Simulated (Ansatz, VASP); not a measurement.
## Rb: VASP beside Ansatz

INCAR

```
SYSTEM = Rb
PREC = Accurate ; ENCUT = 600
EDIFF = 1E-6 ; ISMEAR = -1
SIGMA = 0.1 ; LREAL = .FALSE.
LASPH = .TRUE. ; NELM = 80
ALGO = Normal ; ISIF = 3
LWAVE = .FALSE. ; LCHARG = .FALSE.
GGA = RP ; IBRION = 2
NSW = 80 ; EDIFFG = -0.01
```

Contents of KPOINTS:

```
regular mesh
0
G
  7 7 4
  0 0 0
```

The input POSCAR:

```
Rb
1.0
    4.9756623956      0.0000000000      0.0000000000
   -2.4878311978      4.3090500353      0.0000000000
    0.0000000000      0.0000000000      8.1252566921
Rb
2
Direct
    0.3333333333      0.6666666667      0.2500000000
    0.6666666667      0.3333333333      0.7500000000
```

Input for Ansatz:

```yaml
crystal:
  lattice:
    - [4.9756623956, 0.0, 0.0]
    - [-2.4878311978, 4.3090500353, 0.0]
    - [0.0, 0.0, 8.1252566921]
  atoms:
    - { symbol: Rb, position: [0.3333333333, 0.6666666667, 0.25] }
    - { symbol: Rb, position: [0.6666666667, 0.3333333333, 0.75] }
hamiltonian:
  xc: rpbe
  pseudopotentials:
    kind: paw
    azcp:
      Rb: "pseudopotentials/Rb.paw.azcp"
basis:
  ecutwfc: 420
  fft_grid_basis: typed
kpoints:
  mp_grid: { grid: [7, 7, 4], shift: [0, 0, 0] }
magnetization:
  spin_polarized: false
scf:
  occupations: { method: fermi_dirac, width: 0.1 }
relax:
  max_steps: 60
  f_tol: 0.01
  cell: {}
```

Alike in both runs: task relaxation of cell and atoms; functional RPBE; k mesh 7 × 7 × 4; occupations fermi-dirac, width 0.1 eV; no spin polarisation.

|  | VASP | Ansatz |
| --- | --- | --- |
| version | VASP 6.6.1 | Ansatz 0.2.0 |
| potentials or method | VASP PAW PBE potentials, release 64 (Rb_sv), cutoff 600 eV | plane waves (420 eV) with PAW, scalar-relativistic |
| valence electrons in the cell | 18 | 18 |

```csv
,VASP,Ansatz,Ansatz less VASP
relaxed volume (Å³/atom),101.41,100.87,-0.539
relaxed cell length with the largest relative difference (Å),5.223,5.208,-0.0143
```

VASP's potentials were made for PBE, not for RPBE.

Noted on VASP's run: the volume moved by over 15 % at a fixed basis, so the end points are rough.
